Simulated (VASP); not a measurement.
# CsH (F-43m) in VASP: further runs

Runs on CsH. Level: r2SCAN. Tasks: relaxation of cell and atoms.

Program: VASP 6.6.1. These are calculated values, not measurements. Logs are shortened: lines on timing, memory, paths and dates and some standing lists are left out, and cuts for length are marked.

## (1) The cell of the first run

Symmetry: F-43m, No. 216, cubic system. The conventional cell has a = 6.640 Å, b = 6.640 Å, c = 6.640 Å, α = 90.00°, β = 90.00°, γ = 90.00°. Within 3.8 Å of Cs (site symmetry -43m) lie 4 H at 2.88 Å. H (site symmetry -43m) has 4 Cs at 2.88 Å within 3.8 Å.

## (2) Relaxation of cell and atoms, r2SCAN, target pressure 30 GPa, at which the enthalpy is minimised

Input file POSCAR:

```
CsH
1.0
    0.0000000000      3.3200000000      3.3200000000
    3.3200000000      0.0000000000      3.3200000000
    3.3200000000      3.3200000000      0.0000000000
Cs H
1 1
Direct
    0.0000000000      0.0000000000      0.0000000000
    0.2500000000      0.2500000000      0.2500000000
```

Input file INCAR.step1:

```
SYSTEM = CsH
PREC = Accurate
ENCUT = 550
ISMEAR = -1
SIGMA = 0.01
LREAL = .FALSE.
LASPH = .TRUE.
NELM = 120
GGA = PE
ALGO = Normal
EDIFF = 1E-5
LWAVE = .TRUE.
LCHARG = .FALSE.
GGA_COMPAT = .FALSE.
IBRION = 2
ISIF = 3
EDIFFG = -0.005
NELMIN = 4
NSW = 100
```

Input file INCAR.step2:

```
SYSTEM = CsH
PREC = Accurate
ENCUT = 550
EDIFF = 1E-7
ISMEAR = -1
SIGMA = 0.01
LREAL = .FALSE.
LASPH = .TRUE.
NELM = 120
ALGO = Normal
ISIF = 3
LWAVE = .FALSE.
LCHARG = .FALSE.
METAGGA = R2SCAN
LMIXTAU = .TRUE.
IBRION = 2
NSW = 80
EDIFFG = -0.02
PSTRESS = 300.0
ISTART = 1
GGA_COMPAT = .FALSE.
NELMIN = 4
```

Input file KPOINTS:

```
Automatic mesh
0
G
  4 4 4
  0 0 0
```

Potentials or basis: VASP PAW PBE potentials, release 64 (Cs_sv, H).

Run with:

```sh
> cat potpaw_PBE.64/Cs_sv/POTCAR potpaw_PBE.64/H/POTCAR > POTCAR
> cp INCAR.step1 INCAR
> mpirun -np 1 vasp_std > vasp.out
> cp INCAR.step2 INCAR
> mpirun -np 1 vasp_std > vasp.out
```

OUTCAR:

```text
SYSTEM = CsH
   PREC = Accurate
   ENCUT = 550
   EDIFF = 1E-7
   ISMEAR = -1
   LREAL = .FALSE.
   LASPH = .TRUE.
   NELM = 120
   ISIF = 3
   METAGGA = R2SCAN
   IBRION = 2
   NSW = 80
   EDIFFG = -0.02
   PSTRESS = 300.0
   ISTART = 1
   NELMIN = 4

 ion  position               nearest neighbor table
   1  0.000  0.000  0.000-
   2  0.250  0.250  0.250-

  LATTYP: Found a face centered cubic cell.
 ALAT       =     6.6400000000

  Lattice vectors:

 A1 = (   0.0000000000,   3.3200000000,   3.3200000000)
 A2 = (   3.3200000000,   0.0000000000,   3.3200000000)
 A3 = (   3.3200000000,   3.3200000000,   0.0000000000)

Analysis of symmetry for initial positions (statically):
=====================================================================
 Subroutine PRICEL returns:
 Original cell was already a primitive cell.

 Routine SETGRP: Setting up the symmetry group for a
 face centered cubic supercell.

 Subroutine GETGRP returns: Found 24 space group operations
 (whereof 24 operations were pure point group operations)
 out of a pool of 48 trial point group operations.

The static configuration has the point symmetry T_d .

Analysis of symmetry for dynamics (positions and initial velocities):
=====================================================================
 Subroutine PRICEL returns:
 Original cell was already a primitive cell.

 Routine SETGRP: Setting up the symmetry group for a
 face centered cubic supercell.

 Subroutine GETGRP returns: Found 24 space group operations
 (whereof 24 operations were pure point group operations)
 out of a pool of 48 trial point group operations.

The dynamic configuration has the point symmetry T_d .

 Subroutine INISYM returns: Found 24 space group operations
 (whereof 24 operations are pure point group operations),
 and found     1 'primitive' translations

----------------------------------------------------------------------------------------

                                     Primitive cell

  volume of cell :      73.1887

  direct lattice vectors                    reciprocal lattice vectors
     0.000000000  3.320000000  3.320000000    -0.150602410  0.150602410  0.150602410
     3.320000000  0.000000000  3.320000000     0.150602410 -0.150602410  0.150602410
     3.320000000  3.320000000  0.000000000     0.150602410  0.150602410 -0.150602410

  length of vectors
     4.695189027  4.695189027  4.695189027     0.260851025  0.260851025  0.260851025

  position of ions in fractional coordinates (direct lattice)
     0.000000000  0.000000000  0.000000000
     0.250000000  0.250000000  0.250000000

  ion indices of the primitive-cell ions
   primitive index   ion index
                 1           1
                 2           2

----------------------------------------------------------------------------------------

 KPOINTS: Automatic mesh

Automatic generation of k-mesh.
 Grid dimensions read from file:
 generate k-points for:    4    4    4

 Generating k-lattice:

  Cartesian coordinates                     Fractional coordinates (reciprocal lattice)
    -0.037650602  0.037650602  0.037650602     0.250000000  0.000000000  0.000000000
     0.037650602 -0.037650602  0.037650602     0.000000000  0.250000000  0.000000000
     0.037650602  0.037650602 -0.037650602     0.000000000  0.000000000  0.250000000

  Length of vectors
     0.065212756  0.065212756  0.065212756

  Shift w.r.t. Gamma in fractional coordinates (k-lattice)
     0.000000000  0.000000000  0.000000000

 Subroutine IBZKPT returns following result:
 ===========================================

 Found      8 irreducible k-points:

 Following reciprocal coordinates:
            Coordinates               Weight
  0.000000  0.000000  0.000000      1.000000
  0.250000  0.000000  0.000000      8.000000
  0.500000  0.000000  0.000000      4.000000
  0.250000  0.250000  0.000000      6.000000
  0.500000  0.250000  0.000000     24.000000
 -0.250000  0.250000  0.000000     12.000000
  0.500000  0.500000  0.000000      3.000000
 -0.250000  0.500000  0.250000      6.000000
   k-points           NKPTS =      8   k-points in BZ     NKDIM =      8   number of bands    NBANDS=      9
   number of dos      NEDOS =    301   number of ions     NIONS =      2
   total plane-waves  NPLWV =  46656
   dimension x,y,z NGX =    36 NGY =   36 NGZ =   36
   dimension x,y,z NGXF=    72 NGYF=   72 NGZF=   72
   ions per type =               1   1
   NGX,Y,Z   is equivalent  to a cutoff of  12.75, 12.75, 12.75 a.u.
   NGXF,Y,Z  is equivalent  to a cutoff of  25.49, 25.49, 25.49 a.u.
 SYSTEM =  CsH
   PREC   = accura    normal or accurate (medium, high low for compatibility)
   ISTART =      1    job   : 0-new  1-cont  2-samecut
   ICHARG =      0    charge: 1-file 2-atom 10-const
   ISPIN  =      1    spin polarized calculation?
   LNONCOLLINEAR =      F non collinear calculations
   LSORBIT =      F    spin-orbit coupling
   LASPH  =      T    aspherical Exc in radial PAW
   ENCUT  =  550.0 eV  40.42 Ry    6.36 a.u.   8.98  8.98  8.98*2*pi/ulx,y,z
   NELM   =    120;   NELMIN=  4; NELMDL=  0     # of ELM steps
   EDIFF  = 0.1E-06   stopping-criterion for ELM
   LREAL  =      F    real-space projection
   EDIFFG = -.2E-01   stopping-criterion for IOM
   NSW    =     80    number of steps for IOM
   IBRION =      2    ionic relax: 0-MD 1-quasi-New 2-CG
   NFREE  =      1    steps in history (QN), initial steepest desc. (CG)
   ISIF   =      3    stress and relaxation
   ISYM   =      2    0-nonsym 1-usesym 2-fastsym
   POTIM  = 0.5000    time-step for ionic-motion
   TEBEG  =    0.0;   TEEND  =   0.0 temperature during run
   PSTRESS=  300.0 pullay stress
   NELECT =      10.0000    total number of electrons
   NUPDOWN=      -1.0000    fix difference up-down
   EMIN   =  10.00;   EMAX   =-10.00  energy-range for DOS
   EFERMI =   0.00;   METHOD = LEGACY
   ISMEAR =    -1;   SIGMA  =   0.01  broadening in eV -4-tet -1-fermi 0-gaus
   EFERMI_NEDOS =   21; number of points for ismear=-14 and -15
   IALGO  =     38    algorithm
   IMIX   =      4    mixing-type and parameters
     AMIX     =   0.40;   BMIX     =  1.00
     AMIX_MAG =   1.60;   BMIX_MAG =  1.00
  volume/ion in A,a.u.               =      36.59       246.95
  Fermi-wavevector in a.u.,A,eV,Ry     =   0.843193  1.593403  9.673384  0.710974
  Thomas-Fermi vector in A             =   1.958021
   LORBIT       =      0    0 simple, 1 ext, 2 COOP (PROOUT), +10 PAW based schemes
   METAGGA = R2SCAN    functional components
   LHFCALC =     F    Hartree Fock is set to
   AEXX    =    0.0000 exact exchange contribution
   IVDW    =     0    specifies the selected vdW correction
   LEPSILON=     F    determine dielectric tensor
   LRPA    =     F    only Hartree local field effects (RPA)
 conjugate gradient relaxation of ions
 non-spin polarized calculation
  energy-cutoff  :      550.00
  volume of cell :       73.19
 maximum number of plane-waves:      2164
   NGX = 17   NGY = 17   NGZ = 17

--------------------------------------- Ionic step        1  -------------------------------------------

 number of electron       9.9999998 magnetization

 Free energy of the ion-electron system (eV)
  ---------------------------------------------------
  ext. energy  EPLUGINS =         0.00000000
  ---------------------------------------------------
  free energy    TOTEN  =       -28.76200552 eV

  energy without entropy =      -28.76200552  energy(sigma->0) =      -28.76200552

 E-fermi :  -0.4402     XC(G=0):  -6.8938

 val. band max:       -0.7058336240   @ k =  -0.2500   0.5000   0.2500
 cond. band min:       2.2725969766   @ k =   0.5000   0.5000   0.0000
 fundamental gap:      2.9784306006
 Fermi energy:        -0.4402271556

 k-point     1 :       0.0000    0.0000    0.0000
  band No.  band energies     occupation
      1     -22.3432      2.00000
      2      -8.5565      2.00000
      3      -8.5565      2.00000
      4      -8.5565      2.00000
      5      -1.9039      2.00000
      6       3.9830      0.00000
      7       4.9521      0.00000
      8       4.9521      0.00000
      9       4.9521      0.00000

 k-point     2 :       0.2500    0.0000    0.0000
  band No.  band energies     occupation
      1     -22.3164      2.00000
      2      -8.9011      2.00000
      3      -8.5943      2.00000
      4      -8.5943      2.00000
      5      -1.3784      2.00000
      6       3.0502      0.00000
      7       5.1443      0.00000
      8       5.1443      0.00000
      9       6.4891      0.00000
[... 213 lines left out ...]
  FREE ENERGIE OF THE ION-ELECTRON SYSTEM (eV)
  ---------------------------------------------------
  free  energy   TOTEN  =       -26.3845358036 eV

  energy  without entropy=      -26.3845358036  energy(sigma->0) =      -26.38453580

  enthalpy is  TOTEN    =       -20.1555671501 eV   P V=        6.2289686534

--------------------------------------- Ionic step        5  -------------------------------------------

 number of electron      10.0000000 magnetization

 Free energy of the ion-electron system (eV)
  ---------------------------------------------------
  ext. energy  EPLUGINS =         0.00000000
  ---------------------------------------------------
  free energy    TOTEN  =       -26.40561634 eV

  energy without entropy =      -26.40561634  energy(sigma->0) =      -26.40561634

 E-fermi :   4.5667     XC(G=0): -10.5099

 val. band max:        4.2701623390   @ k =  -0.2500   0.5000   0.2500
 cond. band min:       4.7841044528   @ k =   0.5000   0.5000   0.0000
 fundamental gap:      0.5139421138
 Fermi energy:         4.5667381623

 k-point     1 :       0.0000    0.0000    0.0000
  band No.  band energies     occupation
      1     -19.1142      2.00000
      2      -3.1318      2.00000
      3      -3.1318      2.00000
      4      -3.1318      2.00000
      5       2.3259      2.00000
      6       9.2406      0.00000
      7       9.2974      0.00000
      8       9.2974      0.00000
      9       9.2974      0.00000

 k-point     2 :       0.2500    0.0000    0.0000
  band No.  band energies     occupation
      1     -18.6820      2.00000
      2      -5.7076      2.00000
      3      -3.4028      2.00000
      4      -3.4028      2.00000
      5       2.9018      2.00000
      6       8.8058      0.00000
      7       9.7085      0.00000
      8       9.7085      0.00000
      9      12.4934      0.00000
[... 92 lines left out ...]
 POSITION                                       TOTAL-FORCE (eV/Angst)
 -----------------------------------------------------------------------------------
      2.55552      0.00000      2.55552        -0.000000     -0.000000      0.000000
      1.27776      1.27776      1.27776         0.000000      0.000000     -0.000000
 -----------------------------------------------------------------------------------
    total drift:                                0.000000      0.000000      0.000000

  FREE ENERGIE OF THE ION-ELECTRON SYSTEM (eV)
  ---------------------------------------------------
  free  energy   TOTEN  =       -26.4056163373 eV

  energy  without entropy=      -26.4056163373  energy(sigma->0) =      -26.40561634

  enthalpy is  TOTEN    =       -20.1556435907 eV   P V=        6.2499727466

 reached required accuracy - stopping structural energy minimisation
```

Wall time 82 s (1 thread of Intel Xeon 6975P-C (Granite Rapids), shared host); peak memory 0.23 GiB.

Results:

| Quantity | Value |
| --- | --- |
| Free energy | -26.4056 eV |
| Relaxed volume | 16.69 Å³/atom |
| Relaxed cell | a = 3.614 Å, b = 3.614 Å, c = 3.614 Å, α = 60.00°, β = 60.00°, γ = 60.00° |
| Space group after relaxing (to 0.1 Å) | F-43m (No. 216) |
| Energy change on relaxing (the run minimises the enthalpy) | +1178.2 meV/atom |
| Ionic steps | 5 |
| Pressure after relaxing | 29.9 GPa |
| Band gap on the k mesh | 0.51 eV (least direct gap 2.55 eV) |

The path:
```csv
step,energy change (eV),largest force (eV/Å),pressure (GPa),volume (Å³)
1,0.0000,0.0000,1.36,73.19
2,5.3572,0.0000,80.46,23.46
3,2.2686,0.0000,28.74,33.86
4,2.3775,0.0000,30.24,33.27
5,2.3564,0.0000,29.95,33.38
```

Final structure:
```yaml
crystal:
  lattice:
    - [0.00000, 2.55552, 2.55552]
    - [2.55552, 0.00000, 2.55552]
    - [2.55552, 2.55552, 0.00000]
  atoms:
    - { symbol: Cs, position: [0.00000, 0.00000, 0.00000] }
    - { symbol: H, position: [0.25000, 0.25000, 0.25000] }
```

Caveat: the cell is relaxed towards a set pressure, so the run minimises the enthalpy, not the energy; the volume moved by over 15 % at a fixed basis, so the end points are rough; the PAW data sets were made with another functional, which shifts forces and pressure a little; spin-orbit coupling is left out, which moves the levels of the heavy elements.

## (3) Relaxation of cell and atoms, r2SCAN, target pressure 45 GPa, at which the enthalpy is minimised

POSCAR is that of step 2.

Input file INCAR.step1:

```
PREC = Accurate
ENCUT = 550
ISMEAR = -1
SIGMA = 0.01
LREAL = False
LASPH = True
NELM = 120
GGA = PE
ALGO = Normal
EDIFF = 1E-5
LWAVE = True
LCHARG = False
GGA_COMPAT = False
IBRION = 2
ISIF = 3
EDIFFG = -0.005
NELMIN = 4
NSW = 100
```

Input file INCAR.step2:

```
PREC = Accurate
ENCUT = 550
EDIFF = 1E-7
ISMEAR = -1
SIGMA = 0.01
LREAL = False
LASPH = True
NELM = 120
ALGO = Normal
ISIF = 3
LWAVE = False
LCHARG = False
METAGGA = R2SCAN
LMIXTAU = True
IBRION = 2
NSW = 80
EDIFFG = -0.02
PSTRESS = 450.0
ISTART = 1
GGA_COMPAT = False
NELMIN = 4
```

Input file KPOINTS:

```
regular mesh
0
Gamma
  4 4 4
```

Potentials or basis: VASP PAW PBE potentials, release 64 (Cs_sv, H).

Run with:

```sh
> cat potpaw_PBE.64/Cs_sv/POTCAR potpaw_PBE.64/H/POTCAR > POTCAR
> cp INCAR.step1 INCAR
> mpirun -np 1 vasp_std > vasp.out
> cp INCAR.step2 INCAR
> mpirun -np 1 vasp_std > vasp.out
```

It took 2.3 min on 1 thread of Intel Xeon 6975P-C (Granite Rapids), shared host; peak memory 0.27 GiB.

Results (log left out):

```
Free energy                                                : -25.2413 eV
Relaxed volume                                             : 14.17 Å³/atom
Relaxed cell                                               : a = 3.422 Å, b = 3.422 Å, c = 3.422 Å, α = 60.00°, β = 60.00°, γ = 60.00°
Space group after relaxing (to 0.1 Å)                      : F-43m (No. 216)
Energy change on relaxing (the run minimises the enthalpy) : +1760.4 meV/atom
Ionic steps                                                : 8
Pressure after relaxing                                    : 45.0 GPa
Band gap on the k mesh                                     : zero (bands 5 and 6 overlap by 0.30 eV)
```

Step by step:
| step | energy change (eV) | largest force (eV/Å) | pressure (GPa) | volume (Å³) |
| --- | --- | --- | --- | --- |
| 1 | 0.0000 | 0.0000 | 1.36 | 73.19 |
| 2 | 32.6585 | 0.0000 | 1071.51 | 10.24 |
| 3 | 2.0293 | 0.0000 | 25.55 | 35.27 |
| 4 | 2.4042 | 0.0000 | 30.61 | 33.13 |
| 5 | 3.4053 | 0.0000 | 43.02 | 28.76 |
| 6 | 3.5791 | 0.0000 | 45.97 | 28.13 |
| 7 | 3.4894 | 0.0000 | 44.45 | 28.45 |
| 8 | 3.5207 | 0.0000 | 44.98 | 28.33 |

Final structure:
```
Cs H
1.0
     0.00000    2.41972    2.41972
     2.41972    0.00000    2.41972
     2.41972    2.41972    0.00000
Cs H
1 1
Direct
  0.00000 0.00000 0.00000
  0.25000 0.25000 0.25000
```

Levels at points of the mesh, in eV from the Fermi level:
| k point | band 1 | band 2 | band 3 | band 4 | band 5 | band 6 | band 7 | band 8 | band 9 |
| --- | --- | --- | --- | --- | --- | --- | --- | --- | --- |
| (0.00, 0.00, 0.00) | -24.52 | -7.27 | -7.27 | -7.27 | -1.92 | 4.70 | 4.70 | 4.70 | 5.02 |
| (0.50, 0.00, 0.00) | -23.03 | -13.35 | -7.99 | -7.99 | -2.41 | 4.35 | 4.35 | 7.03 | 9.28 |
| (0.50, 0.50, 0.00) | -22.48 | -13.22 | -9.35 | -9.35 | -2.98 | -0.30 | 9.26 | 13.04 | 13.68 |

Caveat: the k points lie up to 0.56 Å⁻¹ apart in the final cell; the cell is relaxed towards a set pressure, so the run minimises the enthalpy, not the energy; the volume moved by over 15 % at a fixed basis, so the end points are rough; the PAW data sets were made with another functional, which shifts forces and pressure a little; spin-orbit coupling is left out, which moves the levels of the heavy elements.
